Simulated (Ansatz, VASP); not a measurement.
# BN in VASP and in Ansatz

File POSCAR:

```
BN
1.0
    0.0000000000      1.6983947696      2.0380737236
    1.6983947696      0.0000000000      2.0380737236
    1.6983947696      1.6983947696      0.0000000000
B N
1 1
Direct
    0.0000000000      0.0000000000      0.0000000000
    0.7500000000      0.7500000000      0.7500000000
```

INCAR.step1

```
ALGO = Normal ; EDIFF = 1E-4
ENCUT = 520 ; GGA = PE
ISMEAR = 0 ; LASPH = True
LCHARG = False ; LREAL = False
LWAVE = True ; NBANDS = 11
NELM = 60 ; PREC = Accurate
SIGMA = 0.05
```

INCAR.step2

```
ALGO = Normal ; EDIFF = 1E-6
ENCUT = 520 ; ISIF = 2
ISMEAR = 0 ; ISTART = 1
LASPH = True ; LCHARG = True
LELF = True ; LMIXTAU = True
LREAL = False ; LVHAR = True
LWAVE = False ; METAGGA = R2SCAN
NBANDS = 11 ; NELM = 60
PREC = Accurate ; SIGMA = 0.05
```

The input KPOINTS:

```
k-points
0
Gamma
  12 12 12
```

Input for Ansatz:

```yaml
crystal:
  lattice:
    - [0.0, 1.6983947696, 2.0380737236]
    - [1.6983947696, 0.0, 2.0380737236]
    - [1.6983947696, 1.6983947696, 0.0]
  atoms:
    - { symbol: B, position: [0.0, 0.0, 0.0] }
    - { symbol: "N", position: [0.75, 0.75, 0.75] }
basis:
  ecutwfc: 500
kpoints:
  mp_grid: { grid: [12, 12, 12] }
hamiltonian:
  xc: r2scan
scf:
  occupations: { method: gaussian, width: 0.05 }
output:
  forces: true
  stress: true
  eigenvalues: true
```

Alike in both runs: task single point; functional r2SCAN; k mesh 12 × 12 × 12; occupations gaussian, width 0.05 eV; no spin polarisation.

```csv
,VASP,Ansatz
version,VASP 6.6.1,Ansatz 0.2.0
potentials or method,"VASP PAW PBE potentials, release 64 (B, N), cutoff 520 eV","scalar-relativistic, plane waves, PAW"
valence electrons in the cell,8,8
```

```csv
,VASP,Ansatz,Ansatz less VASP
gap on the k mesh at the Fermi level (eV),3.26,3.28,+0.022
least direct gap on the mesh (eV),7.60,7.61,+0.013
pressure (GPa),1.8,0.7,-1.09
"traceless stress, the component that is largest in VASP (GPa)",-98.82,-99.04,-0.223
```

VASP's potentials were made for PBE, not for r2SCAN.
